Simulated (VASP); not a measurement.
# V2O5 (Pmmn) in VASP: single point with PBEsol

Aim: the single point of V2O5 with PBEsol.

Program: VASP 6.6.1. These are calculated values, not measurements. Logs are shortened: lines on timing, memory, paths and dates and some standing lists are left out, and cuts for length are marked.

## (1) The cell of the first run

It takes space group Pmmn (No. 59, orthorhombic). Conventional cell: a = 3.537 Å, b = 11.509 Å, c = 4.376 Å, α = 90.00°, β = 90.00°, γ = 90.00°. Within 2.1 Å of V (site symmetry m) lie 5 O at 1.58 to 2.02 Å. Within 2.1 Å of O (site symmetry m) lie 1 V at 1.58 Å. Within 2.5 Å of O (site symmetry m) lie 3 V at 1.87 to 2.02 Å and 2 O at 2.37 Å. O (site symmetry mm2) has 2 V at 1.77 Å within 2.4 Å.

## (2) Single point, PBEsol

File INCAR:

```
SYSTEM = V2O5
ALGO = Normal ; EDIFF = 1E-6
ENCUT = 520 ; GGA = PS
ISIF = 2 ; ISMEAR = 0
LASPH = .True. ; LCHARG = .False.
LREAL = .False. ; LWAVE = .False.
NBANDS = 69 ; NELM = 100
PREC = Accurate ; SIGMA = 0.02
```

File KPOINTS:

```
k-points
0
Gamma
  8 4 6
  0 0 0
```

File POSCAR:

```
V2O5
1.0
    3.5371709273      0.0000000000      0.0000000000
    0.0000000000     11.5090692624      0.0000000000
    0.0000000000      0.0000000000      4.3755352843
V O
4 10
Direct
    0.0000000000      0.8513980801      0.1125638096
    0.0000000000      0.1486019199      0.1125638096
    0.5000000000      0.3513980801      0.8874361904
    0.5000000000      0.6486019199      0.8874361904
    0.0000000000      0.8537626251      0.4731557187
    0.0000000000      0.1462373749      0.4731557187
    0.5000000000      0.3537626251      0.5268442813
    0.5000000000      0.6462373749      0.5268442813
    0.0000000000      0.6815596566      0.9936585783
    0.0000000000      0.3184403434      0.9936585783
    0.5000000000      0.1815596566      0.0063414217
    0.5000000000      0.8184403434      0.0063414217
    0.0000000000      0.0000000000      1.0064294929
    0.5000000000      0.5000000000     -0.0064294929
```

Potentials or basis: VASP PAW PBE potentials, release 64 (V_sv, O).

Started as:

```
$ cat potpaw_PBE.64/V_sv/POTCAR potpaw_PBE.64/O/POTCAR > POTCAR
$ mpirun -np 1 vasp_std > vasp.out
```

OUTCAR:

```text
SYSTEM = V2O5
   EDIFF = 1E-6
   ENCUT = 520
   GGA = PS
   ISIF = 2
   ISMEAR = 0
   LASPH = .True.
   LREAL = .False.
   NELM = 100
   PREC = Accurate

 ion  position               nearest neighbor table
   1  0.000  0.851  0.113-   5 1.58  13 1.77  12 1.87  12 1.87   9 2.02
   2  0.000  0.149  0.113-   6 1.58  13 1.77  11 1.87  11 1.87  10 2.02
   3  0.500  0.351  0.887-   7 1.58  14 1.77  10 1.87  10 1.87  11 2.02
   4  0.500  0.649  0.887-   8 1.58  14 1.77   9 1.87   9 1.87  12 2.02
   5  0.000  0.854  0.473-   1 1.58
   6  0.000  0.146  0.473-   2 1.58
   7  0.500  0.354  0.527-   3 1.58
   8  0.500  0.646  0.527-   4 1.58
   9  0.000  0.682  0.994-   4 1.87   4 1.87   1 2.02
  10  0.000  0.318  0.994-   3 1.87   3 1.87   2 2.02
  11  0.500  0.182  0.006-   2 1.87   2 1.87   3 2.02
  12  0.500  0.818  0.006-   1 1.87   1 1.87   4 2.02
  13  0.000  0.000  0.006-   1 1.77   2 1.77
  14  0.500  0.500  0.994-   3 1.77   4 1.77

  LATTYP: Found a simple orthorhombic cell.
 ALAT       =     3.5371709273
 B/A-ratio  =     1.2370155060
 C/A-ratio  =     3.2537498184

  Lattice vectors:

 A1 = (  -3.5371709273,   0.0000000000,   0.0000000000)
 A2 = (   0.0000000000,   0.0000000000,   4.3755352843)
 A3 = (   0.0000000000,  11.5090692624,   0.0000000000)

Analysis of symmetry for initial positions (statically):
=====================================================================
 Subroutine PRICEL returns:
 Original cell was already a primitive cell.

 Routine SETGRP: Setting up the symmetry group for a
 simple orthorhombic supercell.

 Subroutine GETGRP returns: Found  8 space group operations
 (whereof  4 operations were pure point group operations)
 out of a pool of  8 trial point group operations.

The static configuration has the point symmetry C_2v.
 The point group associated with its full space group is D_2h.

Analysis of symmetry for dynamics (positions and initial velocities):
=====================================================================
 Subroutine PRICEL returns:
 Original cell was already a primitive cell.

 Routine SETGRP: Setting up the symmetry group for a
 simple orthorhombic supercell.

 Subroutine GETGRP returns: Found  8 space group operations
 (whereof  4 operations were pure point group operations)
 out of a pool of  8 trial point group operations.

The dynamic configuration has the point symmetry C_2v.
 The point group associated with its full space group is D_2h.

 Subroutine INISYM returns: Found  8 space group operations
 (whereof  4 operations are pure point group operations),
 and found     1 'primitive' translations

----------------------------------------------------------------------------------------

                                     Primitive cell

  volume of cell :     178.1261

  direct lattice vectors                    reciprocal lattice vectors
     3.537170927  0.000000000  0.000000000     0.282711811  0.000000000  0.000000000
     0.000000000 11.509069262  0.000000000     0.000000000  0.086887999  0.000000000
     0.000000000  0.000000000  4.375535284     0.000000000  0.000000000  0.228543466

  length of vectors
     3.537170927 11.509069262  4.375535284     0.282711811  0.086887999  0.228543466

  position of ions in fractional coordinates (direct lattice)
     0.000000000  0.851398080  0.112563810
     0.000000000  0.148601920  0.112563810
     0.500000000  0.351398080  0.887436190
     0.500000000  0.648601920  0.887436190
     0.000000000  0.853762625  0.473155719
     0.000000000  0.146237375  0.473155719
     0.500000000  0.353762625  0.526844281
     0.500000000  0.646237375  0.526844281
     0.000000000  0.681559657  0.993658578
     0.000000000  0.318440343  0.993658578
     0.500000000  0.181559657  0.006341422
     0.500000000  0.818440343  0.006341422
     0.000000000  0.000000000  0.006429493
     0.500000000  0.500000000  0.993570507

  ion indices of the primitive-cell ions
   primitive index   ion index
                 1           1
                 2           2
                 3           3
                 4           4
                 5           5
                 6           6
                 7           7
                 8           8
                 9           9
                10          10
                11          11
                12          12
                13          13
                14          14

----------------------------------------------------------------------------------------

 KPOINTS: k-points

Automatic generation of k-mesh.
 Grid dimensions read from file:
 generate k-points for:    8    4    6

 Generating k-lattice:

  Cartesian coordinates                     Fractional coordinates (reciprocal lattice)
     0.035338976  0.000000000  0.000000000     0.125000000  0.000000000  0.000000000
     0.000000000  0.021722000  0.000000000     0.000000000  0.250000000  0.000000000
     0.000000000  0.000000000  0.038090578     0.000000000  0.000000000  0.166666667

  Length of vectors
     0.035338976  0.021722000  0.038090578

  Shift w.r.t. Gamma in fractional coordinates (k-lattice)
     0.000000000  0.000000000  0.000000000

 Subroutine IBZKPT returns following result:
 ===========================================

 Found     60 irreducible k-points:

 Following reciprocal coordinates:
            Coordinates               Weight
  0.000000  0.000000  0.000000      1.000000
  0.125000  0.000000  0.000000      2.000000
  0.250000  0.000000  0.000000      2.000000
  0.375000  0.000000  0.000000      2.000000
  0.500000  0.000000  0.000000      1.000000
  0.000000  0.250000  0.000000      2.000000
[... 16 lines left out ...]
  0.250000  0.250000  0.166667      8.000000
  0.375000  0.250000  0.166667      8.000000
 [... further k-points ...]
   k-points           NKPTS =     60   k-points in BZ     NKDIM =     60   number of bands    NBANDS=     69
   number of dos      NEDOS =    301   number of ions     NIONS =     14
   total plane-waves  NPLWV =  90720
   dimension x,y,z NGX =    28 NGY =   90 NGZ =   36
   dimension x,y,z NGXF=    56 NGYF=  180 NGZF=   72
   ions per type =               4  10
   NGX,Y,Z   is equivalent  to a cutoff of  13.16, 13.00, 13.68 a.u.
   NGXF,Y,Z  is equivalent  to a cutoff of  26.32, 26.00, 27.36 a.u.
 SYSTEM =  V2O5
   PREC   = accura    normal or accurate (medium, high low for compatibility)
   ISTART =      0    job   : 0-new  1-cont  2-samecut
   ICHARG =      2    charge: 1-file 2-atom 10-const
   ISPIN  =      1    spin polarized calculation?
   LNONCOLLINEAR =      F non collinear calculations
   LSORBIT =      F    spin-orbit coupling
   LASPH  =      T    aspherical Exc in radial PAW
   ENCUT  =  520.0 eV  38.22 Ry    6.18 a.u.   6.58 21.40  8.14*2*pi/ulx,y,z
   NELM   =    100;   NELMIN=  2; NELMDL= -5     # of ELM steps
   EDIFF  = 0.1E-05   stopping-criterion for ELM
   LREAL  =      F    real-space projection
   EDIFFG = 0.1E-04   stopping-criterion for IOM
   NSW    =      0    number of steps for IOM
   IBRION =     -1    ionic relax: 0-MD 1-quasi-New 2-CG
   NFREE  =      0    steps in history (QN), initial steepest desc. (CG)
   ISIF   =      2    stress and relaxation
   ISYM   =      2    0-nonsym 1-usesym 2-fastsym
   POTIM  = 0.5000    time-step for ionic-motion
   TEBEG  =    0.0;   TEEND  =   0.0 temperature during run
   PSTRESS=    0.0 pullay stress
   NELECT =     112.0000    total number of electrons
   NUPDOWN=      -1.0000    fix difference up-down
   EMIN   =  10.00;   EMAX   =-10.00  energy-range for DOS
   EFERMI =   0.00;   METHOD = LEGACY
   ISMEAR =     0;   SIGMA  =   0.02  broadening in eV -4-tet -1-fermi 0-gaus
   EFERMI_NEDOS =   21; number of points for ismear=-14 and -15
   IALGO  =     38    algorithm
   IMIX   =      4    mixing-type and parameters
     AMIX     =   0.40;   BMIX     =  1.00
     AMIX_MAG =   1.60;   BMIX_MAG =  1.00
  volume/ion in A,a.u.               =      12.72        85.86
  Fermi-wavevector in a.u.,A,eV,Ry     =   1.402507  2.650354 26.763010  1.967026
  Thomas-Fermi vector in A             =   2.525262
   LORBIT       =      0    0 simple, 1 ext, 2 COOP (PROOUT), +10 PAW based schemes
   GGA     = PS    functional components
   LHFCALC =     F    Hartree Fock is set to
   AEXX    =    0.0000 exact exchange contribution
   IVDW    =     0    specifies the selected vdW correction
   LEPSILON=     F    determine dielectric tensor
   LRPA    =     F    only Hartree local field effects (RPA)
 non-spin polarized calculation
 Gauss-broadening in eV      SIGMA  =   0.02
  energy-cutoff  :      520.00
  volume of cell :      178.13
 maximum number of plane-waves:      4843
 NGX is ok and might be reduce to    28
   NGX = 13   NGY = 43   NGZ = 17

 number of electron     111.9999999 magnetization

 Free energy of the ion-electron system (eV)
  ---------------------------------------------------
  ext. energy  EPLUGINS =         0.00000000
  ---------------------------------------------------
  free energy    TOTEN  =      -122.70853500 eV

  energy without entropy =     -122.70853500  energy(sigma->0) =     -122.70853500

 E-fermi :   1.0421     XC(G=0):  -9.9965

 val. band max:        0.7973146505   @ k =   0.5000   0.0000   0.5000
 cond. band min:       2.6054879515   @ k =   0.0000   0.0000   0.0000
 fundamental gap:      1.8081733010
 Fermi energy:         1.0421146376

 k-point     1 :       0.0000    0.0000    0.0000
  band No.  band energies     occupation
      1     -62.9064      2.00000
      2     -62.9042      2.00000
      3     -62.8932      2.00000
      4     -62.8910      2.00000
      5     -37.0759      2.00000
      6     -37.0733      2.00000
[... 60 lines left out ...]
     67       5.3992      0.00000
     68       5.5545      0.00000

 k-point     2 :       0.1250    0.0000    0.0000
  band No.  band energies     occupation
      1     -62.9055      2.00000
      2     -62.9034      2.00000
      3     -62.8933      2.00000
      4     -62.8912      2.00000
      5     -37.0748      2.00000
      6     -37.0723      2.00000
[... 60 lines left out ...]
     67       4.9383      0.00000
     68       5.1385      0.00000

 k-point     3 :       0.2500    0.0000    0.0000
  band No.  band energies     occupation
      1     -62.9032      2.00000
      2     -62.9011      2.00000
      3     -62.8938      2.00000
      4     -62.8917      2.00000
      5     -37.0721      2.00000
      6     -37.0696      2.00000
[... 1480 lines left out ...]
     67       4.8283      0.00000
     68       4.9303      0.00000

 k-point    24 :       0.3750    0.2500    0.1667
  band No.  band energies     occupation
      1     -62.8999      2.00000
      2     -62.8985      2.00000
      3     -62.8946      2.00000
      4     -62.8932      2.00000
      5     -37.0692      2.00000
      6     -37.0675      2.00000
[... 60 lines left out ...]
     67       4.9921      0.00000
     68       5.0828      0.00000

 [... further k-points ...]

 [bands above 68 left out]

------------------------ aborting loop because EDIFF is reached ----------------------------------------

  FORCE on cell =-STRESS in cart. coord.  units (eV):
  Direction    XX          YY          ZZ          XY          YZ          ZX
  --------------------------------------------------------------------------------------
  -------------------------------------------------------------------------------------
  Total        0.5334867      0.6184948      3.0386419      0.0000000      0.0000000      0.0000000
  in kB        4.7985134      5.5631294     27.3314497      0.0000000      0.0000000      0.0000000
  external PRESSURE =      12.5643642 kB  Pullay stress =       0.0000000 kB

 VOLUME and BASIS-vectors are now :
 -----------------------------------------------------------------------------
  energy-cutoff  :      520.00
  volume of cell :      178.13
      direct lattice vectors                 reciprocal lattice vectors
     3.537170927  0.000000000  0.000000000     0.282711811  0.000000000  0.000000000
     0.000000000 11.509069262  0.000000000     0.000000000  0.086887999  0.000000000
     0.000000000  0.000000000  4.375535284     0.000000000  0.000000000  0.228543466

 POSITION                                       TOTAL-FORCE (eV/Angst)
 -----------------------------------------------------------------------------------
      0.00000      9.79880      0.49253         0.000000     -0.036828     -0.495440
      0.00000      1.71027      0.49253         0.000000      0.036828     -0.495440
      1.76859      4.04426      3.88301        -0.000000     -0.036828      0.495440
      1.76859      7.46480      3.88301        -0.000000      0.036828      0.495440
      0.00000      9.82601      2.07031         0.000000      0.008648      0.521715
      0.00000      1.68306      2.07031         0.000000     -0.008648      0.521715
      1.76859      4.07148      2.30523        -0.000000      0.008648     -0.521715
      1.76859      7.43759      2.30523        -0.000000     -0.008648     -0.521715
      0.00000      7.84412      4.34779        -0.000000     -0.009621      0.005341
      0.00000      3.66495      4.34779        -0.000000      0.009621      0.005341
      1.76859      2.08958      0.02775        -0.000000     -0.009621     -0.005341
      1.76859      9.41949      0.02775        -0.000000      0.009621     -0.005341
      0.00000      0.00000      0.02813        -0.000000      0.000000     -0.015909
      1.76859      5.75453      4.34740        -0.000000      0.000000      0.015909
 -----------------------------------------------------------------------------------
    total drift:                                0.000000      0.000000      0.000000

  FREE ENERGIE OF THE ION-ELECTRON SYSTEM (eV)
  ---------------------------------------------------
  free  energy   TOTEN  =      -122.7085349976 eV

  energy  without entropy=     -122.7085349976  energy(sigma->0) =     -122.70853500
```

Run time: 12 min. Hardware: 1 thread of Intel Xeon 6975P-C (Granite Rapids), shared host; peak memory 0.61 GiB.

Results:

* Free energy: -122.7085 eV
* Pressure: 1.3 GPa
* Largest force: 0.522 eV/Å
* Band gap on the k mesh: 1.81 eV (least direct gap 2.07 eV)

Forces in eV/Å, atoms in the order of the input:
```
V    0.000 -0.037 -0.495
V    0.000  0.037 -0.495
V    0.000 -0.037  0.495
V    0.000  0.037  0.495
O    0.000  0.009  0.522
O    0.000 -0.009  0.522
O    0.000  0.009 -0.522
O    0.000 -0.009 -0.522
O    0.000 -0.010  0.005
O    0.000  0.010  0.005
O    0.000 -0.010 -0.005
O    0.000  0.010 -0.005
O    0.000  0.000 -0.016
O    0.000  0.000  0.016
```

Levels at points of the mesh, in eV from the valence-band top:
| k point | band 52 | band 53 | band 54 | band 55 | band 56 | band 57 | band 58 | band 59 | band 60 | band 61 |
| --- | --- | --- | --- | --- | --- | --- | --- | --- | --- | --- |
| (0.00, 0.00, 0.00) | -0.98 | -0.94 | -0.71 | -0.66 | -0.60 | 1.81 | 1.99 | 3.29 | 3.39 | 3.40 |
| (0.50, 0.00, 0.00) | -0.95 | -0.70 | -0.70 | -0.59 | -0.59 | 2.34 | 2.34 | 3.07 | 3.07 | 3.59 |
| (0.00, 0.50, 0.00) | -0.99 | -0.77 | -0.77 | -0.64 | -0.64 | 1.89 | 1.89 | 3.35 | 3.35 | 3.57 |
| (0.50, 0.50, 0.00) | -1.26 | -0.65 | -0.65 | -0.52 | -0.52 | 2.41 | 2.41 | 3.04 | 3.04 | 3.50 |
| (0.00, 0.00, 0.50) | -0.80 | -0.69 | -0.39 | -0.25 | -0.12 | 1.95 | 2.13 | 3.39 | 3.45 | 3.54 |
| (0.50, 0.00, 0.50) | -0.25 | -0.16 | -0.16 | 0.00 | 0.00 | 2.37 | 2.37 | 3.16 | 3.16 | 3.79 |
| (0.00, 0.50, 0.50) | -0.77 | -0.53 | -0.53 | -0.18 | -0.18 | 2.04 | 2.04 | 3.42 | 3.42 | 3.74 |
| (0.50, 0.50, 0.50) | -0.42 | -0.04 | -0.04 | -0.02 | -0.02 | 2.43 | 2.43 | 3.11 | 3.11 | 3.75 |

Caveat: the PAW data sets were made with another functional, which shifts forces and pressure a little.
